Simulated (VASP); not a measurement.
# BeS (Pm-3m) in VASP: a series of runs

Runs on BeS. Level: PBE. Tasks: relaxation of cell and atoms, single point.

All numbers are computed with VASP 6.6.1; they aren't measurements. Logs are shortened: lines on timing, memory, paths and dates and some standing lists are left out, and cuts for length are marked.

### 1 The cell of the first run

It takes space group Pm-3m (No. 221, cubic). Conventional cell: a = 3.067 Å, b = 3.067 Å, c = 3.067 Å, α = 90.00°, β = 90.00°, γ = 90.00°. Be (site symmetry m-3m) has 8 S at 2.66 Å and 6 Be at 3.07 Å within 3.5 Å. S (site symmetry m-3m) has 8 Be at 2.66 Å and 6 S at 3.07 Å within 3.5 Å.

### 2 Relaxation of cell and atoms, PBE

Contents of INCAR:

```
SYSTEM = BeS
  PREC = Accurate
  ENCUT = 600
  EDIFF = 1E-7
  ISMEAR = 0
  SIGMA = 0.15
  LREAL = .FALSE.
  LASPH = .TRUE.
  NELM = 120
  ALGO = Normal
  ISIF = 3
  LWAVE = .FALSE.
  LCHARG = .FALSE.
  GGA = PE
  IBRION = 2
  NSW = 36
  EDIFFG = -0.08
  GGA_COMPAT = .FALSE.
  NELMIN = 4
```

Contents of KPOINTS:

```
regular mesh
0
G
  5 5 5
  0 0 0
```

Contents of POSCAR:

```
BeS
1.0
    3.0667859200      0.0000000000      0.0000000000
    0.0000000000      3.0667859200      0.0000000000
    0.0000000000      0.0000000000      3.0667859200
Be S
1 1
Direct
    0.0000000000      0.0000000000      0.0000000000
    0.5000000000      0.5000000000      0.5000000000
```

Potentials or basis: VASP PAW PBE potentials, release 64 (Be, S).

On the command line:

```bash
$ cat potpaw_PBE.64/Be/POTCAR potpaw_PBE.64/S/POTCAR > POTCAR
$ mpirun -np 1 vasp_std > vasp.out
```

OUTCAR:

```text
SYSTEM = BeS
   PREC = Accurate
   ENCUT = 600
   EDIFF = 1E-7
   ISMEAR = 0
   LREAL = .FALSE.
   LASPH = .TRUE.
   NELM = 120
   ISIF = 3
   GGA = PE
   IBRION = 2
   NSW = 36
   EDIFFG = -0.08
   NELMIN = 4

 ion  position               nearest neighbor table
   1  0.000  0.000  0.000-
   2  0.500  0.500  0.500-

  LATTYP: Found a simple cubic cell.
 ALAT       =     3.0667859200

  Lattice vectors:

 A1 = (   3.0667859200,   0.0000000000,   0.0000000000)
 A2 = (   0.0000000000,   3.0667859200,   0.0000000000)
 A3 = (   0.0000000000,   0.0000000000,   3.0667859200)

Analysis of symmetry for initial positions (statically):
=====================================================================
 Subroutine PRICEL returns:
 Original cell was already a primitive cell.

 Routine SETGRP: Setting up the symmetry group for a
 simple cubic supercell.

 Subroutine GETGRP returns: Found 48 space group operations
 (whereof 48 operations were pure point group operations)
 out of a pool of 48 trial point group operations.

The static configuration has the point symmetry O_h .

Analysis of symmetry for dynamics (positions and initial velocities):
=====================================================================
 Subroutine PRICEL returns:
 Original cell was already a primitive cell.

 Routine SETGRP: Setting up the symmetry group for a
 simple cubic supercell.

 Subroutine GETGRP returns: Found 48 space group operations
 (whereof 48 operations were pure point group operations)
 out of a pool of 48 trial point group operations.

The dynamic configuration has the point symmetry O_h .

 Subroutine INISYM returns: Found 48 space group operations
 (whereof 48 operations are pure point group operations),
 and found     1 'primitive' translations

----------------------------------------------------------------------------------------

                                     Primitive cell

  volume of cell :      28.8437

  direct lattice vectors                    reciprocal lattice vectors
     3.066785920  0.000000000  0.000000000     0.326074276  0.000000000  0.000000000
     0.000000000  3.066785920  0.000000000     0.000000000  0.326074276  0.000000000
     0.000000000  0.000000000  3.066785920     0.000000000  0.000000000  0.326074276

  length of vectors
     3.066785920  3.066785920  3.066785920     0.326074276  0.326074276  0.326074276

  position of ions in fractional coordinates (direct lattice)
     0.000000000  0.000000000  0.000000000
     0.500000000  0.500000000  0.500000000

  ion indices of the primitive-cell ions
   primitive index   ion index
                 1           1
                 2           2

----------------------------------------------------------------------------------------

 KPOINTS: regular mesh

Automatic generation of k-mesh.
 Grid dimensions read from file:
 generate k-points for:    5    5    5

 Generating k-lattice:

  Cartesian coordinates                     Fractional coordinates (reciprocal lattice)
     0.065214855  0.000000000  0.000000000     0.200000000  0.000000000  0.000000000
     0.000000000  0.065214855  0.000000000     0.000000000  0.200000000  0.000000000
     0.000000000  0.000000000  0.065214855     0.000000000  0.000000000  0.200000000

  Length of vectors
     0.065214855  0.065214855  0.065214855

  Shift w.r.t. Gamma in fractional coordinates (k-lattice)
     0.000000000  0.000000000  0.000000000

 Subroutine IBZKPT returns following result:
 ===========================================

 Found     10 irreducible k-points:

 Following reciprocal coordinates:
            Coordinates               Weight
  0.000000  0.000000  0.000000      1.000000
  0.200000  0.000000  0.000000      6.000000
  0.400000  0.000000  0.000000      6.000000
  0.200000  0.200000  0.000000     12.000000
  0.400000  0.200000  0.000000     24.000000
  0.400000  0.400000  0.000000     12.000000
  0.200000  0.200000  0.200000      8.000000
  0.400000  0.200000  0.200000     24.000000
  0.400000  0.400000  0.200000     24.000000
  0.400000  0.400000  0.400000      8.000000
   k-points           NKPTS =     10   k-points in BZ     NKDIM =     10   number of bands    NBANDS=      8
   number of dos      NEDOS =    301   number of ions     NIONS =      2
   total plane-waves  NPLWV =  21952
   dimension x,y,z NGX =    28 NGY =   28 NGZ =   28
   dimension x,y,z NGXF=    56 NGYF=   56 NGZF=   56
   ions per type =               1   1
   NGX,Y,Z   is equivalent  to a cutoff of  15.18, 15.18, 15.18 a.u.
   NGXF,Y,Z  is equivalent  to a cutoff of  30.36, 30.36, 30.36 a.u.
 SYSTEM =  BeS
   PREC   = accura    normal or accurate (medium, high low for compatibility)
   ISTART =      0    job   : 0-new  1-cont  2-samecut
   ICHARG =      2    charge: 1-file 2-atom 10-const
   ISPIN  =      1    spin polarized calculation?
   LNONCOLLINEAR =      F non collinear calculations
   LSORBIT =      F    spin-orbit coupling
   LASPH  =      T    aspherical Exc in radial PAW
   ENCUT  =  600.0 eV  44.10 Ry    6.64 a.u.   6.13  6.13  6.13*2*pi/ulx,y,z
   NELM   =    120;   NELMIN=  4; NELMDL= -5     # of ELM steps
   EDIFF  = 0.1E-06   stopping-criterion for ELM
   LREAL  =      F    real-space projection
   EDIFFG = -.8E-01   stopping-criterion for IOM
   NSW    =     36    number of steps for IOM
   IBRION =      2    ionic relax: 0-MD 1-quasi-New 2-CG
   NFREE  =      1    steps in history (QN), initial steepest desc. (CG)
   ISIF   =      3    stress and relaxation
   ISYM   =      2    0-nonsym 1-usesym 2-fastsym
   POTIM  = 0.5000    time-step for ionic-motion
   TEBEG  =    0.0;   TEEND  =   0.0 temperature during run
   PSTRESS=    0.0 pullay stress
   NELECT =       8.0000    total number of electrons
   NUPDOWN=      -1.0000    fix difference up-down
   EMIN   =  10.00;   EMAX   =-10.00  energy-range for DOS
   EFERMI =   0.00;   METHOD = LEGACY
   ISMEAR =     0;   SIGMA  =   0.15  broadening in eV -4-tet -1-fermi 0-gaus
   EFERMI_NEDOS =   21; number of points for ismear=-14 and -15
   IALGO  =     38    algorithm
   IMIX   =      4    mixing-type and parameters
     AMIX     =   0.40;   BMIX     =  1.00
     AMIX_MAG =   1.60;   BMIX_MAG =  1.00
  volume/ion in A,a.u.               =      14.42        97.32
  Fermi-wavevector in a.u.,A,eV,Ry     =   1.067631  2.017531 15.508423  1.139837
  Thomas-Fermi vector in A             =   2.203254
   LORBIT       =      0    0 simple, 1 ext, 2 COOP (PROOUT), +10 PAW based schemes
   GGA     = PE    functional components
   LHFCALC =     F    Hartree Fock is set to
   AEXX    =    0.0000 exact exchange contribution
   IVDW    =     0    specifies the selected vdW correction
   LEPSILON=     F    determine dielectric tensor
   LRPA    =     F    only Hartree local field effects (RPA)
 conjugate gradient relaxation of ions
 non-spin polarized calculation
 Gauss-broadening in eV      SIGMA  =   0.15
  energy-cutoff  :      600.00
  volume of cell :       28.84
 maximum number of plane-waves:       973
 NGX is ok and might be reduce to    28
   NGX = 13   NGY = 13   NGZ = 13

--------------------------------------- Ionic step        1  -------------------------------------------

 number of electron       8.0000001 magnetization

 Free energy of the ion-electron system (eV)
  ---------------------------------------------------
  ext. energy  EPLUGINS =         0.00000000
  ---------------------------------------------------
  free energy    TOTEN  =        -6.80659503 eV

  energy without entropy =       -6.77379139  energy(sigma->0) =       -6.79019321

------------------------ aborting loop because EDIFF is reached ----------------------------------------

  FORCE on cell =-STRESS in cart. coord.  units (eV):
  Direction    XX          YY          ZZ          XY          YZ          ZX
  --------------------------------------------------------------------------------------
  -------------------------------------------------------------------------------------
  Total       -1.7394112     -1.7394112     -1.7394112     -0.0000000      0.0000000     -0.0000000
  in kB      -96.6189838    -96.6189838    -96.6189838     -0.0000000      0.0000000     -0.0000000
  external PRESSURE =     -96.6189838 kB  Pullay stress =       0.0000000 kB

 VOLUME and BASIS-vectors are now :
 -----------------------------------------------------------------------------
  energy-cutoff  :      600.00
  volume of cell :       28.84
      direct lattice vectors                 reciprocal lattice vectors
     3.066785920  0.000000000  0.000000000     0.326074276  0.000000000  0.000000000
     0.000000000  3.066785920  0.000000000     0.000000000  0.326074276  0.000000000
     0.000000000  0.000000000  3.066785920     0.000000000  0.000000000  0.326074276
[... 37 lines left out ...]
 POSITION                                       TOTAL-FORCE (eV/Angst)
 -----------------------------------------------------------------------------------
      0.00000      0.00000      0.00000         0.000000      0.000000      0.000000
      1.46906      1.46906      1.46906        -0.000000     -0.000000      0.000000
 -----------------------------------------------------------------------------------
    total drift:                               -0.000000      0.000000      0.000000

  FREE ENERGIE OF THE ION-ELECTRON SYSTEM (eV)
  ---------------------------------------------------
  free  energy   TOTEN  =        -6.9522143220 eV

  energy  without entropy=       -6.9328070142  energy(sigma->0) =       -6.94251067

--------------------------------------- Ionic step        3  -------------------------------------------

 number of electron       8.0000001 magnetization

 Free energy of the ion-electron system (eV)
  ---------------------------------------------------
  ext. energy  EPLUGINS =         0.00000000
  ---------------------------------------------------
  free energy    TOTEN  =        -6.96301694 eV

  energy without entropy =       -6.95218837  energy(sigma->0) =       -6.95760266

 E-fermi :   7.8636     XC(G=0): -10.8614

 val. band max:        7.6845676843   @ k =   0.4000   0.4000   0.2000
 cond. band min:       8.0239147421   @ k =   0.4000   0.2000   0.0000
 fundamental gap:      0.3393470578
 Fermi energy:         7.8636368316

 k-point     1 :       0.0000    0.0000    0.0000
  band No.  band energies     occupation
      1      -8.5314      2.00000
      2       6.1552      2.00000
      3       6.1552      2.00000
      4       6.1552      2.00000
      5       9.9773      0.00000
      6      12.9021      0.00000
      7      12.9021      0.00000
      8      18.3936      0.00000

 k-point     2 :       0.2000    0.0000    0.0000
  band No.  band energies     occupation
      1      -8.0355      2.00000
      2       2.9466      2.00000
      3       6.6241      2.00000
      4       6.6241      2.00000
      5      10.8387      0.00000
      6      13.5146      0.00000
      7      16.0118      0.00000
      8      16.5084      0.00000
[... 108 lines left out ...]
 POSITION                                       TOTAL-FORCE (eV/Angst)
 -----------------------------------------------------------------------------------
      0.00000      0.00000      0.00000         0.000000      0.000000      0.000000
      1.44871      1.44871      1.44871        -0.000000     -0.000000      0.000000
 -----------------------------------------------------------------------------------
    total drift:                               -0.000000      0.000000      0.000000

  FREE ENERGIE OF THE ION-ELECTRON SYSTEM (eV)
  ---------------------------------------------------
  free  energy   TOTEN  =        -6.9630169434 eV

  energy  without entropy=       -6.9521883743  energy(sigma->0) =       -6.95760266

 reached required accuracy - stopping structural energy minimisation
```

Wall time 8 s (1 thread of Intel Xeon Platinum 8375C at 2.90GHz (Ice Lake), shared host); peak memory 0.15 GiB.

What came out:

* Free energy: -6.9630 eV
* Relaxed volume: 12.16 Å³/atom
* Relaxed cell: a = 2.897 Å, b = 2.897 Å, c = 2.897 Å, α = 90.00°, β = 90.00°, γ = 90.00°
* Space group after relaxing (to 0.05 Å): Pm-3m (No. 221)
* Energy gained by relaxing: 78.2 meV/atom
* Ionic steps: 3
* Pressure after relaxing: 0.0 GPa
* Band gap on the k mesh: zero (band 4 reaches 8.02 eV, above the bottom of band 5 at 7.68 eV)

The path:
```
step  energy change (eV)  largest force (eV/Å)  pressure (GPa)  volume (Å³)
   1              0.0000                0.0000           -9.66        28.84
   2             -0.1456                0.0000           -3.12        25.36
   3             -0.1564                0.0000           -0.05        24.32
```

Final structure:
```cif
data_structure
_symmetry_space_group_name_H-M 'P 1'
_symmetry_Int_Tables_number 1
_cell_length_a 2.8974
_cell_length_b 2.8974
_cell_length_c 2.8974
_cell_angle_alpha 90.000
_cell_angle_beta 90.000
_cell_angle_gamma 90.000
_cell_volume 24.32
loop_
_atom_site_label
_atom_site_type_symbol
_atom_site_fract_x
_atom_site_fract_y
_atom_site_fract_z
_atom_site_occupancy
Be1 Be 0.00000 0.00000 0.00000 1
S1 S 0.50000 0.50000 0.50000 1
```

Caveat: the k points lie up to 0.43 Å⁻¹ apart in the final cell; the volume moved by over 15 % at a fixed basis, so the end points are rough.

### 3 Single point, PBE

This run uses another cell than the first one, of 12.07 Å³/atom, 0.837 times its volume.

Contents of INCAR:

```
PREC     = Accurate       # precision mode
ENCUT    = 600            # plane-wave cutoff, eV
EDIFF    = 1E-6           # SCF threshold, eV
ISMEAR   = 0              # smearing method
SIGMA    = 0.15           # smearing width, eV
LREAL    = False          # projectors in reciprocal space
LASPH    = True           # aspherical terms in the spheres
NELM     = 120            # most SCF steps
ALGO     = Normal         # electronic algorithm
ISIF     = 2              # what is computed and relaxed
LWAVE    = False          # write WAVECAR
LCHARG   = False          # write CHGCAR
GGA      = PE             # functional
NBANDS   = 11             # bands
GGA_COMPAT= False
```

Contents of KPOINTS:

```
Automatic mesh
0
Gamma
  5 5 5
```

Contents of POSCAR:

```
BeS
1.0
    2.8897484425      0.0000000000      0.0000000000
    0.0000000000      2.8897484425      0.0000000000
    0.0000000000      0.0000000000      2.8897484425
Be S
1 1
Direct
    0.0000000000      0.0000000000      0.0000000000
    0.5000000000      0.5000000000      0.5000000000
```

Potentials or basis: VASP PAW PBE potentials, release 64 (Be, S).

On the command line:

```bash
$ cat potpaw_PBE.64/Be/POTCAR potpaw_PBE.64/S/POTCAR > POTCAR
$ mpirun -np 1 vasp_std > vasp.out
```

Run time: 3 s. Hardware: 1 thread of Intel Xeon Platinum 8259CL at 2.50GHz (Skylake/Cascade Lake), shared host; peak memory 0.13 GiB.

Results (log left out):

| Item | Value |
| --- | --- |
| Free energy | -6.9624 eV |
| Pressure | 0.6 GPa |
| Band gap on the k mesh | zero (band 4 reaches 8.13 eV, above the bottom of band 5 at 7.77 eV) |

Levels at points of the mesh, in eV from the Fermi level:
```tsv
k point	band 2	band 3	band 4	band 5	band 6	band 7
(0.00, 0.00, 0.00)	-1.72	-1.72	-1.72	2.18	5.01	5.01
```

Caveat: the k points lie up to 0.43 Å⁻¹ apart.
